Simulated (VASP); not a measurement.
# Be2H3 (P4/mmm) in VASP: a series of runs

Be2H3 is run at these levels: PBE; tasks: relaxation of cell and atoms, single point.

Everything below comes from runs of VASP 6.6.1. Logs are shortened: lines on timing, memory, paths and dates and some standing lists are left out, and cuts for length are marked.

## Step 1: The cell of the first run

The structure is tetragonal, space group P4/mmm (No. 123). Conventional cell: a = 4.718 Å, b = 4.718 Å, c = 3.196 Å, α = 90.00°, β = 90.00°, γ = 90.00°. Within 2.1 Å of Be (site symmetry m2m) lie 2 Be at 1.57 Å and 2 H at 2.03 Å. H (site symmetry mmm) has 2 H at 0.88 Å within 1.2 Å. Within 1.2 Å of H (site symmetry m2m) lie 1 H at 0.88 Å.

## Step 2: Relaxation of cell and atoms, PBE

File INCAR:

```
ALGO = Normal
EDIFF = 1E-7
EDIFFG = -0.04
ENCUT = 600
GGA = PE
IBRION = 2
ISIF = 3
ISMEAR = 0
LASPH = True
LCHARG = False
LREAL = False
LWAVE = False
NELM = 100
NSW = 90
PREC = Accurate
SIGMA = 0.1
```

File KPOINTS:

```
k-points
0
Gamma
  4 4 6
```

File POSCAR:

```
Be2H3
1.0
    4.7179094600      0.0000000000      0.0000000000
    0.0000000000      4.7179094600      0.0000000000
    0.0000000000      0.0000000000      3.1963115900
Be H
4 6
Direct
    0.2358350500      0.0000000000      0.5000000000
    0.7641649500      0.0000000000      0.5000000000
    0.0000000000      0.2358350500      0.5000000000
    0.0000000000      0.7641649500      0.5000000000
    0.0000000000      0.5000000000      0.0000000000
    0.5000000000      0.0000000000      0.0000000000
    0.8134131000      0.5000000000      0.0000000000
    0.1865869000      0.5000000000      0.0000000000
    0.5000000000      0.8134131000      0.0000000000
    0.5000000000      0.1865869000      0.0000000000
```

Potentials or basis: VASP PAW PBE potentials, release 64 (Be, H).

Command:

```
> cat potpaw_PBE.64/Be/POTCAR potpaw_PBE.64/H/POTCAR > POTCAR
> mpirun -np 1 vasp_std > vasp.out
```

OUTCAR:

```text
EDIFF = 1E-7
   EDIFFG = -0.04
   ENCUT = 600
   GGA = PE
   IBRION = 2
   ISIF = 3
   ISMEAR = 0
   LASPH = True
   LREAL = False
   NELM = 100
   NSW = 90
   PREC = Accurate

 ion  position               nearest neighbor table
   1  0.236  0.000  0.500-   3 1.57   4 1.57   2 2.23
   2  0.764  0.000  0.500-   3 1.57   4 1.57   1 2.23
   3  0.000  0.236  0.500-   1 1.57   2 1.57   4 2.23
   4  0.000  0.764  0.500-   1 1.57   2 1.57   3 2.23
   5  0.000  0.500  0.000-   7 0.88   8 0.88
   6  0.500  0.000  0.000-   9 0.88  10 0.88
   7  0.813  0.500  0.000-   5 0.88
   8  0.187  0.500  0.000-   5 0.88
   9  0.500  0.813  0.000-   6 0.88
  10  0.500  0.187  0.000-   6 0.88

  LATTYP: Found a simple tetragonal cell.
 ALAT       =     4.7179094600
 C/A-ratio  =     0.6774847243

  Lattice vectors:

 A1 = (   4.7179094600,   0.0000000000,   0.0000000000)
 A2 = (   0.0000000000,   4.7179094600,   0.0000000000)
 A3 = (   0.0000000000,   0.0000000000,   3.1963115900)

Analysis of symmetry for initial positions (statically):
=====================================================================
 Subroutine PRICEL returns:
 Original cell was already a primitive cell.

 Routine SETGRP: Setting up the symmetry group for a
 simple tetragonal supercell.

 Subroutine GETGRP returns: Found 16 space group operations
 (whereof 16 operations were pure point group operations)
 out of a pool of 16 trial point group operations.

The static configuration has the point symmetry D_4h.

Analysis of symmetry for dynamics (positions and initial velocities):
=====================================================================
 Subroutine PRICEL returns:
 Original cell was already a primitive cell.

 Routine SETGRP: Setting up the symmetry group for a
 simple tetragonal supercell.

 Subroutine GETGRP returns: Found 16 space group operations
 (whereof 16 operations were pure point group operations)
 out of a pool of 16 trial point group operations.

The dynamic configuration has the point symmetry D_4h.

 Subroutine INISYM returns: Found 16 space group operations
 (whereof 16 operations are pure point group operations),
 and found     1 'primitive' translations

----------------------------------------------------------------------------------------

                                     Primitive cell

  volume of cell :      71.1456

  direct lattice vectors                    reciprocal lattice vectors
     4.717909460  0.000000000  0.000000000     0.211958285  0.000000000  0.000000000
     0.000000000  4.717909460  0.000000000     0.000000000  0.211958285  0.000000000
     0.000000000  0.000000000  3.196311590     0.000000000  0.000000000  0.312860612

  length of vectors
     4.717909460  4.717909460  3.196311590     0.211958285  0.211958285  0.312860612

  position of ions in fractional coordinates (direct lattice)
     0.235835050  0.000000000  0.500000000
     0.764164950  0.000000000  0.500000000
     0.000000000  0.235835050  0.500000000
     0.000000000  0.764164950  0.500000000
     0.000000000  0.500000000  0.000000000
     0.500000000  0.000000000  0.000000000
     0.813413100  0.500000000  0.000000000
     0.186586900  0.500000000  0.000000000
     0.500000000  0.813413100  0.000000000
     0.500000000  0.186586900  0.000000000

  ion indices of the primitive-cell ions
   primitive index   ion index
                 1           1
                 2           2
                 3           3
                 4           4
                 5           5
                 6           6
                 7           7
                 8           8
                 9           9
                10          10

----------------------------------------------------------------------------------------

 KPOINTS: k-points

Automatic generation of k-mesh.
 Grid dimensions read from file:
 generate k-points for:    4    4    6

 Generating k-lattice:

  Cartesian coordinates                     Fractional coordinates (reciprocal lattice)
     0.052989571  0.000000000  0.000000000     0.250000000  0.000000000  0.000000000
     0.000000000  0.052989571  0.000000000     0.000000000  0.250000000  0.000000000
     0.000000000  0.000000000  0.052143435     0.000000000  0.000000000  0.166666667

  Length of vectors
     0.052989571  0.052989571  0.052143435

  Shift w.r.t. Gamma in fractional coordinates (k-lattice)
     0.000000000  0.000000000  0.000000000

 Subroutine IBZKPT returns following result:
 ===========================================

 Found     24 irreducible k-points:

 Following reciprocal coordinates:
            Coordinates               Weight
  0.000000  0.000000  0.000000      1.000000
  0.250000  0.000000  0.000000      4.000000
  0.500000  0.000000  0.000000      2.000000
  0.250000  0.250000  0.000000      4.000000
  0.500000  0.250000  0.000000      4.000000
  0.500000  0.500000  0.000000      1.000000
[... 16 lines left out ...]
  0.500000  0.250000  0.500000      4.000000
  0.500000  0.500000  0.500000      1.000000
   k-points           NKPTS =     24   k-points in BZ     NKDIM =     24   number of bands    NBANDS=     13
   number of dos      NEDOS =    301   number of ions     NIONS =     10
   total plane-waves  NPLWV =  44800
   dimension x,y,z NGX =    40 NGY =   40 NGZ =   28
   dimension x,y,z NGXF=    80 NGYF=   80 NGZF=   56
   ions per type =               4   6
   NGX,Y,Z   is equivalent  to a cutoff of  14.09, 14.09, 14.56 a.u.
   NGXF,Y,Z  is equivalent  to a cutoff of  28.19, 28.19, 29.13 a.u.
 SYSTEM =  unknown system
   PREC   = accura    normal or accurate (medium, high low for compatibility)
   ISTART =      0    job   : 0-new  1-cont  2-samecut
   ICHARG =      2    charge: 1-file 2-atom 10-const
   ISPIN  =      1    spin polarized calculation?
   LNONCOLLINEAR =      F non collinear calculations
   LSORBIT =      F    spin-orbit coupling
   LASPH  =      T    aspherical Exc in radial PAW
   ENCUT  =  600.0 eV  44.10 Ry    6.64 a.u.   9.42  9.42  6.38*2*pi/ulx,y,z
   NELM   =    100;   NELMIN=  2; NELMDL= -5     # of ELM steps
   EDIFF  = 0.1E-06   stopping-criterion for ELM
   LREAL  =      F    real-space projection
   EDIFFG = -.4E-01   stopping-criterion for IOM
   NSW    =     90    number of steps for IOM
   IBRION =      2    ionic relax: 0-MD 1-quasi-New 2-CG
   NFREE  =      1    steps in history (QN), initial steepest desc. (CG)
   ISIF   =      3    stress and relaxation
   ISYM   =      2    0-nonsym 1-usesym 2-fastsym
   POTIM  = 0.5000    time-step for ionic-motion
   TEBEG  =    0.0;   TEEND  =   0.0 temperature during run
   PSTRESS=    0.0 pullay stress
   NELECT =      14.0000    total number of electrons
   NUPDOWN=      -1.0000    fix difference up-down
   EMIN   =  10.00;   EMAX   =-10.00  energy-range for DOS
   EFERMI =   0.00;   METHOD = LEGACY
   ISMEAR =     0;   SIGMA  =   0.10  broadening in eV -4-tet -1-fermi 0-gaus
   EFERMI_NEDOS =   21; number of points for ismear=-14 and -15
   IALGO  =     38    algorithm
   IMIX   =      4    mixing-type and parameters
     AMIX     =   0.40;   BMIX     =  1.00
     AMIX_MAG =   1.60;   BMIX_MAG =  1.00
  volume/ion in A,a.u.               =       7.11        48.01
  Fermi-wavevector in a.u.,A,eV,Ry     =   0.952214  1.799424 12.336569  0.906712
  Thomas-Fermi vector in A             =   2.080757
   LORBIT       =      0    0 simple, 1 ext, 2 COOP (PROOUT), +10 PAW based schemes
   GGA     = PE    functional components
   LHFCALC =     F    Hartree Fock is set to
   AEXX    =    0.0000 exact exchange contribution
   IVDW    =     0    specifies the selected vdW correction
   LEPSILON=     F    determine dielectric tensor
   LRPA    =     F    only Hartree local field effects (RPA)
 conjugate gradient relaxation of ions
 non-spin polarized calculation
 Gauss-broadening in eV      SIGMA  =   0.10
  energy-cutoff  :      600.00
  volume of cell :       71.15
 maximum number of plane-waves:      2417
 NGX is ok and might be reduce to    40
   NGX = 19   NGY = 19   NGZ = 13

--------------------------------------- Ionic step        1  -------------------------------------------

 number of electron      13.9999997 magnetization

 Free energy of the ion-electron system (eV)
  ---------------------------------------------------
  ext. energy  EPLUGINS =         0.00000000
  ---------------------------------------------------
  free energy    TOTEN  =       -18.48380711 eV

  energy without entropy =      -18.47182786  energy(sigma->0) =      -18.47781749

------------------------ aborting loop because EDIFF is reached ----------------------------------------

  FORCE on cell =-STRESS in cart. coord.  units (eV):
  Direction    XX          YY          ZZ          XY          YZ          ZX
  --------------------------------------------------------------------------------------
  -------------------------------------------------------------------------------------
  Total       20.4698922     20.4698922     -3.3588486      0.0000000     -0.0000000      0.0000000
  in kB      460.9754785    460.9754785    -75.6402057      0.0000000     -0.0000000      0.0000000
  external PRESSURE =     282.1035838 kB  Pullay stress =       0.0000000 kB
[... 113 lines left out ...]
  FREE ENERGIE OF THE ION-ELECTRON SYSTEM (eV)
  ---------------------------------------------------
  free  energy   TOTEN  =       -24.5704157332 eV

  energy  without entropy=      -24.5567781104  energy(sigma->0) =      -24.56359692

 E-fermi :   3.0755     XC(G=0):  -9.1086

 val. band max:        3.0537386512   @ k =   0.5000   0.2500   0.5000
 cond. band min:       3.0972552913   @ k =   0.5000   0.5000   0.3333
 fundamental gap:      0.0435166401
 Fermi energy:         3.0754910239

 k-point     1 :       0.0000    0.0000    0.0000
  band No.  band energies     occupation
      1     -10.4125      2.00000
      2      -9.6995      2.00000
      3      -4.5240      2.00000
      4      -3.3742      2.00000
      5      -3.3742      2.00000
      6       0.1654      2.00000
      7       0.1654      2.00000
      8       0.7314      2.00000
      9       3.4501      0.00000
     10       5.9662      0.00000
     11       5.9662      0.00000
     12       9.1589      0.00000
     13       9.2888      0.00000
[... 353 lines left out ...]
 k-point    24 :       0.5000    0.5000    0.5000
  band No.  band energies     occupation
      1      -5.3945      2.00000
      2      -5.3945      2.00000
      3      -0.5633      2.00000
      4       2.2310      2.00000
      5       3.1482      0.30383
      6       3.7456      0.00000
      7       3.7456      0.00000
      8       4.0525      0.00000
      9       5.1049      0.00000
     10       5.4503      0.00000
     11       5.9121      0.00000
     12       7.8810      0.00000
     13       7.8810      0.00000

[... ionic steps 4 to 21 ...]

--------------------------------------- Ionic step       22  -------------------------------------------

 number of electron      14.0000003 magnetization

------------------------ aborting loop because EDIFF is reached ----------------------------------------

  FORCE on cell =-STRESS in cart. coord.  units (eV):
  Direction    XX          YY          ZZ          XY          YZ          ZX
  --------------------------------------------------------------------------------------
  -------------------------------------------------------------------------------------
  Total       -0.0198433     -0.0198433      0.0741680      0.0000000     -0.0000000      0.0000000
  in kB       -0.4126861     -0.4126861      1.5424936      0.0000000     -0.0000000      0.0000000
  external PRESSURE =       0.2390405 kB  Pullay stress =       0.0000000 kB
[... 73 lines left out ...]
  energy  without entropy=      -25.4089140203  energy(sigma->0) =      -25.41281148

--------------------------------------- Ionic step       24  -------------------------------------------

 number of electron      14.0000002 magnetization

 Free energy of the ion-electron system (eV)
  ---------------------------------------------------
  ext. energy  EPLUGINS =         0.00000000
  ---------------------------------------------------
  free energy    TOTEN  =       -25.41793831 eV

  energy without entropy =      -25.41018370  energy(sigma->0) =      -25.41406101

 E-fermi :   2.3683     XC(G=0):  -8.7309

 val. band max:        2.3076922495   @ k =   0.2500   0.0000   0.0000
 cond. band min:       2.3764042905   @ k =   0.2500   0.2500   0.5000
 fundamental gap:      0.0687120409
 Fermi energy:         2.3683384698

 k-point     1 :       0.0000    0.0000    0.0000
  band No.  band energies     occupation
      1     -10.4371      2.00000
      2      -9.7750      2.00000
      3      -3.7105      2.00000
      4      -3.5101      2.00000
      5      -3.5101      2.00000
      6       0.0093      2.00000
      7       0.0093      2.00000
      8       0.9438      2.00000
      9       2.8353      0.00000
     10       6.4043      0.00000
     11       6.4043      0.00000
     12       8.4418      0.00000
     13      10.1252      0.00000
[... 403 lines left out ...]
  FREE ENERGIE OF THE ION-ELECTRON SYSTEM (eV)
  ---------------------------------------------------
  free  energy   TOTEN  =       -25.4179383141 eV

  energy  without entropy=      -25.4101836965  energy(sigma->0) =      -25.41406101

 reached required accuracy - stopping structural energy minimisation
```

Wall time 6.6 min (1 thread of Intel Xeon Platinum 8259CL at 2.50GHz (Skylake/Cascade Lake), shared host); peak memory 0.21 GiB.

What came out:

| Property | Result |
| --- | --- |
| Free energy | -25.4179 eV |
| Relaxed volume | 7.71 Å³/atom |
| Relaxed cell | a = 5.825 Å, b = 5.825 Å, c = 2.273 Å, α = 90.00°, β = 90.00°, γ = 90.00° |
| Space group after relaxing (to 0.05 Å) | P4/mmm (No. 123) |
| Energy gained by relaxing | 693.4 meV/atom |
| Ionic steps | 24 |
| Pressure after relaxing | 0.1 GPa |
| Largest force after relaxing | 0.018 eV/Å |
| Band gap on the k mesh | zero (band 7 reaches 3.71 eV, above the bottom of band 8 at 0.94 eV) |

Forces on the atoms (eV/Å):
```
Be  -0.018  0.000  0.000
Be   0.018  0.000  0.000
Be   0.000 -0.018  0.000
Be   0.000  0.018  0.000
H    0.000  0.000  0.000
H    0.000  0.000  0.000
H   -0.014  0.000  0.000
H    0.014  0.000  0.000
H    0.000 -0.014  0.000
H    0.000  0.014  0.000
```

Step by step:
```tsv
step	energy change (eV)	largest force (eV/Å)	pressure (GPa)	volume (Å³)
1	0.0000	9.2711	28.21	71.15
2	-5.0810	3.6040	1.47	84.50
3	-6.0866	0.3781	1.18	79.70
4	-6.0896	0.3622	0.98	79.96
5	-6.2149	0.1911	-0.86	80.57
6	-6.3107	0.3624	-3.04	81.37
7	-6.3313	0.5076	-4.00	81.72
8	-6.4286	0.5221	-3.90	80.88
9	-6.6258	0.6046	-2.43	78.17
10	-6.5217	0.6759	0.59	71.93
11	-3.0360	2.2501	36.70	56.02
12	-6.5352	0.6964	0.91	71.65
13	-6.7703	0.3595	2.67	70.76
14	-6.5126	0.4556	12.37	67.43
15	-6.6961	0.3731	7.51	68.99
16	-6.8027	0.2647	4.98	69.92
17	-6.8177	0.2156	3.71	70.35
18	-6.8178	0.1907	3.99	70.25
19	-6.8830	0.1485	2.63	72.76
20	-6.9152	0.2065	0.04	78.14
21	-6.9227	0.1785	0.78	76.42
22	-6.9325	0.0622	0.02	77.04
23	-6.9329	0.0832	-0.20	77.23
24	-6.9341	0.0183	0.08	77.14
```

Final structure:
```cif
data_structure
_symmetry_space_group_name_H-M 'P 1'
_symmetry_Int_Tables_number 1
_cell_length_a 5.8254
_cell_length_b 5.8254
_cell_length_c 2.2733
_cell_angle_alpha 90.000
_cell_angle_beta 90.000
_cell_angle_gamma 90.000
_cell_volume 77.14
loop_
_atom_site_label
_atom_site_type_symbol
_atom_site_fract_x
_atom_site_fract_y
_atom_site_fract_z
_atom_site_occupancy
Be1 Be 0.27071 0.00000 0.50000 1
Be2 Be 0.72929 0.00000 0.50000 1
Be3 Be 0.00000 0.27071 0.50000 1
Be4 Be 0.00000 0.72929 0.50000 1
H1 H 0.00000 0.50000 0.00000 1
H2 H 0.50000 0.00000 0.00000 1
H3 H 0.81789 0.50000 0.00000 1
H4 H 0.18211 0.50000 0.00000 1
H5 H 0.50000 0.81789 0.00000 1
H6 H 0.50000 0.18211 0.00000 1
```

## Step 3: Single point, PBE

File INCAR:

```
SYSTEM = Be2H3
ALGO     = Normal         ! electronic algorithm
EDIFF    = 1E-6           ! SCF threshold, eV
ENCUT    = 520            ! plane-wave cutoff, eV
GGA      = PE             ! functional
ISIF     = 2              ! what is computed and relaxed
ISMEAR   = 0              ! smearing method
LASPH    = .True.         ! aspherical terms in the spheres
LCHARG   = .True.         ! write CHGCAR
LELF     = .True.         ! ELF
LREAL    = .False.        ! projectors in reciprocal space
LVHAR    = .True.       
LWAVE    = .False.        ! write WAVECAR
NBANDS   = 18             ! bands
NELM     = 80             ! most SCF steps
PREC     = Accurate       ! precision mode
SIGMA    = 0.1            ! smearing width, eV
```

File KPOINTS:

```
k-points
0
Gamma
  4 4 6
  0 0 0
```

POSCAR is that of step 2.

Potentials or basis: VASP PAW PBE potentials, release 64 (Be, H).

Command:

```
> cat potpaw_PBE.64/Be/POTCAR potpaw_PBE.64/H/POTCAR > POTCAR
> mpirun -np 1 vasp_std > vasp.out
```

Wall time 24 s (1 thread of Intel Xeon 6975P-C, shared host); peak memory 0.18 GiB.

Results (log left out):

```
Free energy            : -18.4806 eV
Pressure               : 28.1 GPa
Largest force          : 9.271 eV/Å
Band gap on the k mesh : zero (band 7 reaches 3.75 eV, above the bottom of band 8 at 1.08 eV)
```

Forces in eV/Å, atoms in the order of the input:
```
Be   9.271  0.000  0.000
Be  -9.271  0.000  0.000
Be   0.000  9.271  0.000
Be   0.000 -9.271  0.000
H    0.000  0.000  0.000
H    0.000  0.000  0.000
H   -2.165  0.000  0.000
H    2.165  0.000  0.000
H    0.000 -2.165  0.000
H    0.000  2.165  0.000
```

Stress tensor (GPa, compression positive):
```
46.00  0.00  0.00
 0.00 46.00  0.00
 0.00  0.00 -7.68
```

Levels at points of the mesh, in eV from the Fermi level:
```csv
k point,band 3,band 4,band 5,band 6,band 7,band 8,band 9,band 10,band 11,band 12
"(0.00, 0.00, 0.00)",-6.27,-3.82,-3.82,0.22,1.00,1.56,1.56,1.99,3.79,4.98
"(0.50, 0.00, 0.00)",-6.66,-3.26,-3.23,-1.60,1.49,1.56,2.45,2.99,4.86,4.88
"(0.50, 0.50, 0.00)",-7.42,-5.62,0.17,0.17,0.94,1.92,2.07,2.80,4.95,4.95
"(0.00, 0.00, 0.50)",-6.09,-2.53,-1.49,-1.49,-0.65,-0.31,-0.31,-0.16,1.17,3.17
"(0.50, 0.00, 0.50)",-5.89,-3.11,-1.95,-1.51,-1.41,-1.01,0.12,0.52,1.75,2.81
"(0.50, 0.50, 0.50)",-5.76,-3.49,-3.42,-2.60,-2.60,-1.13,1.70,3.51,3.51,4.77
```

Caveat: forces of over 1 eV/Å act on the atoms, so gaps and moduli don't describe the material at rest.
